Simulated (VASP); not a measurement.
Input of a VASP 6.6.1 run:

The input INCAR:

```
SYSTEM = Si
  ALGO = Normal
  DIPOL = 0.5 0.5 0.340
  EDIFF = 1E-6
  ENCUT = 520
  IDIPOL = 3
  ISIF = 2
  ISMEAR = 0
  ISPIN = 2
  LASPH = .TRUE.
  LCHARG = .FALSE.
  LDIPOL = .TRUE.
  LORBIT = 11
  LREAL = .FALSE.
  LWAVE = .FALSE.
  MAGMOM = 0 0 0 0 2
  NBANDS = 22
  NELM = 150
  PREC = Accurate
  SIGMA = 0.05
```

KPOINTS

```
k-points
0
G
  9 9 1
  0 0 0
```

Contents of POSCAR:

```
Si
1.0
    3.8195065206      0.0000000000      0.0000000000
   -1.9097532603      3.3077896768      0.0000000000
    0.0000000000      0.0000000000     19.3772904594
Si
5
Direct
    0.3333333333      0.6666666667      0.2064272096
    0.0000000000      0.0000000000      0.2466626339
    0.0000000000      0.0000000000      0.3734220759
    0.6666666667      0.3333333333      0.4065217723
    1.3333333333      0.6666666667      0.4647727935
```

Potentials or basis: VASP PAW LDA potentials, release 64 (Si).

Launch:

```console
$ cat potpaw_LDA.64/Si/POTCAR > POTCAR
$ mpirun -np 1 vasp_std > vasp.out
```

Problem. Predict the largest force.

Solution. 1.007 eV/Å.

Problem. What does it give for the band gap on the k mesh?

Solution. Zero (filled and empty bands overlap).

Forces on the atoms (eV/Å):
```
Si   0.000  0.000  0.572
Si   0.000  0.000 -0.291
Si   0.000  0.000 -1.007
Si   0.000  0.000  0.735
Si   0.000  0.000 -0.009
```
